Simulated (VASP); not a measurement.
CaH5, 6 atoms in the cell. Symmetry: P6/mmm, No. 191, hexagonal system. Conventional cell: a = 4.273 Å, b = 4.273 Å, c = 4.068 Å, α = 90.00°, β = 90.00°, γ = 120.00°. Within 2.7 Å of Ca (site symmetry 6/mmm) lie 14 H at 2.03 to 2.50 Å. Within 1.1 Å of H (site symmetry 3m) lie 1 H at 0.84 Å. H (site symmetry 6/mmm) has 2 Ca at 2.03 Å within 2.7 Å. The cell was generated, and may not be a known phase.

```yaml
Program: VASP 6.6.1
Task: single point
Functional: PBE
Potentials_or_basis: VASP PAW PBE potentials, release 64 (Ca_sv, H)
Cutoff: 520 eV
k_mesh: 6 × 6 × 4
Occupations: gaussian, width 0.1 eV
Spin: no spin polarisation
Dipole_correction: no
Further_INCAR_settings: ALGO = Normal; EDIFF = 1e-06; NBANDS = 16
```

Potentials or basis: VASP PAW PBE potentials, release 64 (Ca_sv, H).

Command:

```sh
$ cat potpaw_PBE.64/Ca_sv/POTCAR potpaw_PBE.64/H/POTCAR > POTCAR
$ mpirun -np 1 vasp_std > vasp.out
```

Hardware: 1 thread of Intel Xeon 8259CL, on a shared host.

Problem. How long does it take, and how much memory?

Solution. Run time: 30 s on 1 thread of Intel Xeon 8259CL, on a shared host, peak memory 0.18 GiB. Counts: scf iterations 14, k points 21.
